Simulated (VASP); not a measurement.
Set up this calculation in VASP 6.6.1, as the native input.

```yaml
Task: relaxation of cell and atoms
Functional: PBE
Potentials_or_basis: VASP PAW PBE potentials, release 64 (Zr_sv, Tl_d, F)
Cutoff: 600 eV
k_mesh: 8 × 8 × 8
Occupations: gaussian, width 0.1 eV
Spin: no spin polarisation
Dipole_correction: no
Further_INCAR_settings: ALGO = Normal; EDIFF = 1e-06; IBRION = 2; EDIFFG = -0.01; NSW = 100; ISIF = 3
```

The structure of ZrTlF6 lies in POSCAR:

```
ZrTlF6
1.0
    0.0000000000      4.4461967000      4.4461967000
    4.4461967000      0.0000000000      4.4461967000
    4.4461967000      4.4461967000      0.0000000000
Zr Tl F
1 1 6
Direct
    0.0000000000      0.0000000000      0.0000000000
    0.5000000000      0.5000000000      0.5000000000
    0.7722940000      0.2277060000      0.2277060000
    0.2277060000      0.7722940000      0.7722940000
    0.2277060000      0.7722940000      0.2277060000
    0.7722940000      0.2277060000      0.7722940000
    0.2277060000      0.2277060000      0.7722940000
    0.7722940000      0.7722940000      0.2277060000
```

The input as run:

INCAR

```
SYSTEM = ZrTlF6
PREC = Accurate ; ENCUT = 600
EDIFF = 1E-6 ; ISMEAR = 0
SIGMA = 0.1 ; LREAL = .FALSE.
LASPH = .TRUE. ; NELM = 60
ALGO = Normal ; ISIF = 3
LWAVE = .FALSE. ; LCHARG = .FALSE.
GGA = PE ; IBRION = 2
NSW = 100 ; EDIFFG = -0.01
```

KPOINTS

```
Automatic mesh
0
G
  8 8 8
  0 0 0
```

Potentials or basis: VASP PAW PBE potentials, release 64 (Zr_sv, Tl_d, F).

Command:

```console
$ cat potpaw_PBE.64/Zr_sv/POTCAR potpaw_PBE.64/Tl_d/POTCAR potpaw_PBE.64/F/POTCAR > POTCAR
$ mpirun -np 1 vasp_std > vasp.out
```

Results of the run:

- Relaxed volume: 21.86 Å³/atom
- Relaxed cell: a = 6.277 Å, b = 6.277 Å, c = 6.277 Å, α = 60.00°, β = 60.00°, γ = 60.00°
- Space group after relaxing (to 0.1 Å): Fm-3m (No. 225)
- Energy gained by relaxing: 0.1 meV/atom
- Ionic steps: 4
- Pressure after relaxing: 0.0 GPa
- Band gap on the k mesh: zero (an odd number of electrons rules out a gap without spin polarisation)

Caveat: spin-orbit coupling is left out, which moves the levels of the heavy elements; an odd number of electrons without spin polarisation forces a metal; a magnetic or distorted state may lie lower.

Wall time 6.8 min on 1 thread of AMD EPYC 9R45 96-Core Processor (Zen 5), on a shared host, peak memory 0.49 GiB.
